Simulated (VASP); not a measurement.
# CaSe (F-43m) in VASP: further runs, part 2 of 2

VASP 6.6.1. Earlier steps stand in the parts before.

## (4) Single point, HSE06

This run uses another cell than the first one, of 35.27 Å³/atom.

Input file POSCAR:

```
CaSe
1.0
    0.0000000000      3.2795613671      3.2795613671
    3.2795613671      0.0000000000      3.2795613671
    3.2795613671      3.2795613671      0.0000000000
Ca Se
1 1
Direct
    0.0000000000      0.0000000000      0.0000000000
    0.2500000000      0.2500000000      0.2500000000
```

Input file INCAR.step1:

```
PREC = Accurate
ENCUT = 520
EDIFF = 1E-5
ISMEAR = 0
SIGMA = 0.01
LREAL = False
LASPH = True
NELM = 60
ALGO = Normal
ISIF = 2
LWAVE = True
NBANDS = 15
GGA = PE
```

Input file INCAR.step2:

```
PREC = Accurate
ENCUT = 520
EDIFF = 1E-6
ISMEAR = 0
SIGMA = 0.01
LREAL = False
LASPH = True
NELM = 60
ALGO = Normal
ISIF = 2
LWAVE = False
LCHARG = True
GGA = PE
LHFCALC = True
HFSCREEN = 0.2079
PRECFOCK = Normal
LELF = True
LVHAR = True
NBANDS = 15
ISTART = 1
```

Input file KPOINTS:

```
regular mesh
0
Gamma
  4 4 4
```

Potentials or basis: VASP PAW PBE potentials, release 64 (Ca_sv, Se).

Run with:

```console
> cat potpaw_PBE.64/Ca_sv/POTCAR potpaw_PBE.64/Se/POTCAR > POTCAR
> cp INCAR.step1 INCAR
> mpirun -np 1 vasp_std > vasp.out
> cp INCAR.step2 INCAR
> mpirun -np 1 vasp_std > vasp.out
```

OUTCAR:

```text
PREC = Accurate
   ENCUT = 520
   EDIFF = 1E-6
   ISMEAR = 0
   LREAL = False
   LASPH = True
   NELM = 60
   ISIF = 2
   GGA = PE
   LHFCALC = True
   HFSCREEN = 0.2079
   PRECFOCK = Normal
   ISTART = 1

 ion  position               nearest neighbor table
   1  0.000  0.000  0.000-   2 2.84   2 2.84   2 2.84   2 2.84
   2  0.250  0.250  0.250-   1 2.84   1 2.84   1 2.84   1 2.84

  LATTYP: Found a face centered cubic cell.
 ALAT       =     6.5591227342

  Lattice vectors:

 A1 = (   0.0000000000,   3.2795613671,   3.2795613671)
 A2 = (   3.2795613671,   0.0000000000,   3.2795613671)
 A3 = (   3.2795613671,   3.2795613671,   0.0000000000)

Analysis of symmetry for initial positions (statically):
=====================================================================
 Subroutine PRICEL returns:
 Original cell was already a primitive cell.

 Routine SETGRP: Setting up the symmetry group for a
 face centered cubic supercell.

 Subroutine GETGRP returns: Found 24 space group operations
 (whereof 24 operations were pure point group operations)
 out of a pool of 48 trial point group operations.

The static configuration has the point symmetry T_d .

Analysis of symmetry for dynamics (positions and initial velocities):
=====================================================================
 Subroutine PRICEL returns:
 Original cell was already a primitive cell.

 Routine SETGRP: Setting up the symmetry group for a
 face centered cubic supercell.

 Subroutine GETGRP returns: Found 24 space group operations
 (whereof 24 operations were pure point group operations)
 out of a pool of 48 trial point group operations.

The dynamic configuration has the point symmetry T_d .

 Subroutine INISYM returns: Found 24 space group operations
 (whereof 24 operations are pure point group operations),
 and found     1 'primitive' translations

[... 111 lines left out ...]
   HFSCREENC=   0.2079 screening length for correlation (either q_TF or 0.3 A-1)
   ENCUTFOCK=  -1.0 apply spherical cutoff to Coloumb kernel
   IVDW    =     0    specifies the selected vdW correction
   LEPSILON=     F    determine dielectric tensor
   LRPA    =     F    only Hartree local field effects (RPA)
 non-spin polarized calculation
 Gauss-broadening in eV      SIGMA  =   0.01
  energy-cutoff  :      520.00
  volume of cell :       70.55
 maximum number of plane-waves:      1924
 NGX is ok and might be reduce to    36
  NGX = 28; NGY = 28; NGZ = 28

 number of electron      16.0000003 magnetization

 Free energy of the ion-electron system (eV)
  ---------------------------------------------------
  ext. energy  EPLUGINS =         0.00000000
  ---------------------------------------------------
  free energy    TOTEN  =       -10.13181592 eV

  energy without entropy =      -10.13181592  energy(sigma->0) =      -10.13181592

 E-fermi :  -0.7644     XC(G=0):  -6.4031

 val. band max:       -0.9385723078   @ k =  -0.2500   0.2500   0.0000
 cond. band min:       3.1503284363   @ k =   0.0000   0.0000   0.0000
 fundamental gap:      4.0889007440
 Fermi energy:        -0.7643753550

 k-point     1 :       0.0000    0.0000    0.0000
  band No.  band energies     occupation
      1     -42.9980      2.00000
      2     -22.5372      2.00000
      3     -22.5372      2.00000
      4     -22.5372      2.00000
      5     -12.2446      2.00000
      6      -1.0226      2.00000
      7      -1.0226      2.00000
      8      -1.0226      2.00000
      9       3.1503      0.00000
     10       5.9091      0.00000
     11       5.9091      0.00000
     12       8.0190      0.00000
     13       8.0190      0.00000
     14       8.0190      0.00000
[... 113 lines left out ...]
      2     -22.5881      2.00000
      3     -22.5610      2.00000
      4     -22.5549      2.00000
      5     -11.8464      2.00000
      6      -1.7245      2.00000
      7      -1.7112      2.00000
      8      -1.0829      2.00000
      9       3.8895      0.00000
     10       5.3475      0.00000
     11       6.5097      0.00000
     12       6.7950      0.00000
     13       7.5610      0.00000
     14       9.0835      0.00000
     15       9.5417      0.00000

------------------------ aborting loop because EDIFF is reached ----------------------------------------

  FORCE on cell =-STRESS in cart. coord.  units (eV):
  Direction    XX          YY          ZZ          XY          YZ          ZX
  --------------------------------------------------------------------------------------
  -------------------------------------------------------------------------------------
  Total        0.1401348      0.1401348      0.1401348      0.0000000      0.0000000      0.0000000
  in kB        3.1825802      3.1825802      3.1825802      0.0000000      0.0000000      0.0000000
  external PRESSURE =       3.1825802 kB  Pullay stress =       0.0000000 kB

 VOLUME and BASIS-vectors are now :
 -----------------------------------------------------------------------------
  energy-cutoff  :      520.00
  volume of cell :       70.55
      direct lattice vectors                 reciprocal lattice vectors
     0.000000000  3.279561367  3.279561367    -0.152459413  0.152459413  0.152459413
     3.279561367  0.000000000  3.279561367     0.152459413 -0.152459413  0.152459413
     3.279561367  3.279561367  0.000000000     0.152459413  0.152459413 -0.152459413

 POSITION                                       TOTAL-FORCE (eV/Angst)
 -----------------------------------------------------------------------------------
      0.00000      0.00000      0.00000        -0.000000     -0.000000     -0.000000
      1.63978      1.63978      1.63978         0.000000      0.000000      0.000000
 -----------------------------------------------------------------------------------
    total drift:                                0.000003      0.000000     -0.000003

  FREE ENERGIE OF THE ION-ELECTRON SYSTEM (eV)
  ---------------------------------------------------
  free  energy   TOTEN  =       -10.1318159226 eV

  energy  without entropy=      -10.1318159226  energy(sigma->0) =      -10.13181592
```

OUTCAR.step1:

```text
PREC = Accurate
   ENCUT = 520
   EDIFF = 1E-5
   ISMEAR = 0
   LREAL = False
[... 348 lines left out ...]
      0.00000      0.00000      0.00000         0.000000      0.000000      0.000000
      1.63978      1.63978      1.63978        -0.000000     -0.000000     -0.000000
 -----------------------------------------------------------------------------------
    total drift:                                0.000000      0.000000      0.000000

  FREE ENERGIE OF THE ION-ELECTRON SYSTEM (eV)
  ---------------------------------------------------
  free  energy   TOTEN  =        -8.9664721258 eV

  energy  without entropy=       -8.9664721258  energy(sigma->0) =       -8.96647213
```

OSZICAR.step1:

```text
N       E                     dE             d eps       ncg     rms          rms(c)
DAV:   1     0.111024852463E+03    0.11102E+03   -0.72222E+03   240   0.939E+02
DAV:   2    -0.380914150917E+01   -0.11483E+03   -0.10868E+03   310   0.226E+02
DAV:   3    -0.891790135683E+01   -0.51088E+01   -0.50547E+01   338   0.470E+01
DAV:   4    -0.939454709525E+01   -0.47665E+00   -0.47633E+00   363   0.106E+01
DAV:   5    -0.939736383868E+01   -0.28167E-02   -0.28167E-02   324   0.103E+00    0.437E+00
DAV:   6    -0.899620119252E+01    0.40116E+00   -0.53646E-01   261   0.314E+00    0.253E+00
DAV:   7    -0.895267921787E+01    0.43522E-01   -0.22548E-01   318   0.245E+00    0.103E+00
DAV:   8    -0.896507243393E+01   -0.12393E-01   -0.28031E-02   282   0.128E+00    0.195E-01
DAV:   9    -0.896545944012E+01   -0.38701E-03   -0.24938E-03   324   0.419E-01    0.105E-01
DAV:  10    -0.896631875572E+01   -0.85932E-03   -0.76607E-04   261   0.156E-01    0.284E-02
DAV:  11    -0.896647281471E+01   -0.15406E-03   -0.25098E-04   289   0.997E-02    0.135E-02
DAV:  12    -0.896647212583E+01    0.68888E-06   -0.11978E-05   286   0.211E-02
   1 F= -.89664721E+01 E0= -.89664721E+01  d E =-.246749E-43
```

Wall time 10 min (1 thread of Oxide Virtual Turin-like, shared host); peak memory 0.28 GiB.

What came out:

| Quantity | Value |
| --- | --- |
| Free energy | -10.1318 eV |
| Pressure | 0.3 GPa |
| Band gap on the k mesh | 4.09 eV (least direct gap 4.17 eV) |

Caveat: the structure was generated, so it needn't be the stable form of CaSe; the PAW data sets were made with another functional, which shifts forces and pressure a little. A k mesh can miss the band edges.

## (5) Single point, PBE0

This run uses another cell than the first one, of 35.27 Å³/atom.

POSCAR is that of step 4.

Input file INCAR.step1:

```
  ALGO = Normal
  EDIFF = 1E-5
  ENCUT = 520
  GGA = PE
  ISIF = 2
  ISMEAR = 0
  LASPH = T
  LREAL = F
  LWAVE = T
  NBANDS = 15
  NELM = 60
  PREC = Accurate
  SIGMA = 0.01
```

Input file INCAR.step2:

```
  AEXX = 0.25
  ALGO = Normal
  EDIFF = 1E-7
  ENCUT = 520
  GGA = PE
  ISIF = 2
  ISMEAR = 0
  ISTART = 1
  LASPH = T
  LCHARG = T
  LELF = T
  LHFCALC = T
  LREAL = F
  LVHAR = T
  LWAVE = F
  NBANDS = 15
  NELM = 60
  PREC = Accurate
  PRECFOCK = Normal
  SIGMA = 0.01
```

Input file KPOINTS:

```
k-points
0
Gamma
  4 4 4
```

Run with:

```console
> cat potpaw_PBE.64/Ca_sv/POTCAR potpaw_PBE.64/Se/POTCAR > POTCAR
> cp INCAR.step1 INCAR
> mpirun -np 1 vasp_std > vasp.out
> cp INCAR.step2 INCAR
> mpirun -np 1 vasp_std > vasp.out
```

Run time: 16 min. Hardware: 1 thread of Oxide Virtual Turin-like, shared host; peak memory 0.18 GiB.

The run converged. Its results:

* Free energy: -10.6847 eV
* Pressure: 0.2 GPa
* Band gap on the k mesh: 4.78 eV (least direct gap 4.87 eV)

Levels at points of the mesh, in eV from the valence-band top:
| k point | band 4 | band 5 | band 6 | band 7 | band 8 | band 9 | band 10 | band 11 | band 12 | band 13 |
| --- | --- | --- | --- | --- | --- | --- | --- | --- | --- | --- |
| (0.00, 0.00, 0.00) | -21.63 | -11.35 | -0.08 | -0.08 | -0.08 | 4.78 | 7.62 | 7.62 | 9.73 | 9.73 |
| (0.50, 0.00, 0.00) | -21.64 | -11.04 | -1.38 | -0.02 | -0.02 | 6.96 | 7.65 | 7.65 | 7.71 | 8.66 |
| (0.50, 0.50, 0.00) | -21.65 | -10.94 | -1.38 | -0.08 | -0.08 | 5.22 | 6.93 | 8.44 | 8.44 | 8.58 |

Caveat: the structure was generated, so it needn't be the stable form of CaSe; the PAW data sets were made with another functional, which shifts forces and pressure a little. A k mesh can miss the band edges.

## (6) Single point, r2SCANh

This run uses another cell than the first one, of 35.27 Å³/atom.

POSCAR is that of step 5.

Input file INCAR.step1:

```
PREC     = Accurate       # precision mode
ENCUT    = 520            # plane-wave cutoff, eV
EDIFF    = 1E-5           # SCF threshold, eV
ISMEAR   = 0              # smearing method
SIGMA    = 0.01           # smearing width, eV
LREAL    = F              # projectors in reciprocal space
LASPH    = T              # aspherical terms in the spheres
NELM     = 60             # most SCF steps
ALGO     = Normal         # electronic algorithm
ISIF     = 2              # what is computed and relaxed
LWAVE    = T              # write WAVECAR
LCHARG   = F              # write CHGCAR
NBANDS   = 15             # bands
GGA      = PE             # functional
```

Input file INCAR.step2:

```
PREC     = Accurate       # precision mode
ENCUT    = 520            # plane-wave cutoff, eV
EDIFF    = 1E-6           # SCF threshold, eV
ISMEAR   = 0              # smearing method
SIGMA    = 0.01           # smearing width, eV
LREAL    = F              # projectors in reciprocal space
LASPH    = T              # aspherical terms in the spheres
NELM     = 60             # most SCF steps
ALGO     = Normal         # electronic algorithm
ISIF     = 2              # what is computed and relaxed
LWAVE    = F              # write WAVECAR
LCHARG   = F              # write CHGCAR
METAGGA  = R2SCAN         # meta-GGA
LHFCALC  = T              # exact exchange
AEXX     = 0.1            # exact-exchange fraction
LMIXTAU  = T            
PRECFOCK = Normal       
NBANDS   = 15             # bands
ISTART   = 1
```

Input file KPOINTS:

```
regular mesh
0
Gamma
  4 4 4
```

Potentials or basis: VASP PAW PBE potentials, release 64 (Ca_sv, Se).

Run with:

```console
> cat potpaw_PBE.64/Ca_sv/POTCAR potpaw_PBE.64/Se/POTCAR > POTCAR
> cp INCAR.step1 INCAR
> mpirun -np 1 vasp_std > vasp.out
> cp INCAR.step2 INCAR
> mpirun -np 1 vasp_std > vasp.out
```

Wall time 12 min (1 thread of Oxide Virtual Turin-like, shared host); peak memory 0.2 GiB.

The run converged. Its results:

| Property | Result |
| --- | --- |
| Free energy | -24.4457 eV |
| Pressure | 0.1 GPa |
| Band gap on the k mesh | 4.22 eV (least direct gap 4.31 eV) |

Levels at points of the mesh, in eV from the valence-band top:
| k point | band 4 | band 5 | band 6 | band 7 | band 8 | band 9 | band 10 | band 11 | band 12 | band 13 |
| --- | --- | --- | --- | --- | --- | --- | --- | --- | --- | --- |
| (0.00, 0.00, 0.00) | -21.26 | -11.08 | -0.09 | -0.09 | -0.09 | 4.22 | 6.76 | 6.76 | 8.84 | 8.84 |
| (0.50, 0.00, 0.00) | -21.27 | -10.79 | -1.29 | -0.02 | -0.02 | 6.29 | 6.84 | 6.84 | 7.02 | 7.76 |
| (0.50, 0.50, 0.00) | -21.28 | -10.70 | -1.30 | -0.06 | -0.06 | 4.50 | 6.25 | 7.54 | 7.54 | 7.66 |

Caveat: the structure was generated, so it needn't be the stable form of CaSe; the PAW data sets were made with another functional, which shifts forces and pressure a little.

## (7) Overview

```tsv
task	level	spin	cell	k mesh	cutoff (eV)	smearing	grid for exact exchange (PRECFOCK)	share of exact exchange	screening parameter	gap on the mesh (eV)	pressure (GPa)
relaxation of cell and atoms	r2SCAN	off	relaxed from a = 4.659 Å, angles 60.0°, 2 atoms	6 × 6 × 6	600	fermi-dirac 0.02 eV	-	-	-	3.67	0.0
single point	PBE	non-collinear, zero start, SOC	a = 4.638 Å, angles 60.0°, 2 atoms	6 × 6 × 6	520	gaussian 0.01 eV	-	-	-	-	0.6
single point	HSE06	off	a = 4.638 Å, angles 60.0°, 2 atoms	4 × 4 × 4	520	gaussian 0.01 eV	Normal	0.25	0.2079 1/Å	4.09	0.3
single point	PBE0	off	a = 4.638 Å, angles 60.0°, 2 atoms	4 × 4 × 4	520	gaussian 0.01 eV	Normal	0.25	-	4.78	0.2
single point	r2SCANh	off	a = 4.638 Å, angles 60.0°, 2 atoms	4 × 4 × 4	520	gaussian 0.01 eV	Normal	0.1	-	4.22	0.1
```

Alike in all rows: potentials or basis VASP PAW PBE potentials, release 64 (Ca_sv, Se).

Caveats: the structure was generated, so it needn't be the stable form of CaSe; the PAW data sets were made with another functional, which shifts forces and pressure a little (at least some runs).

Absolute energies hang on the potentials; compare differences alone.
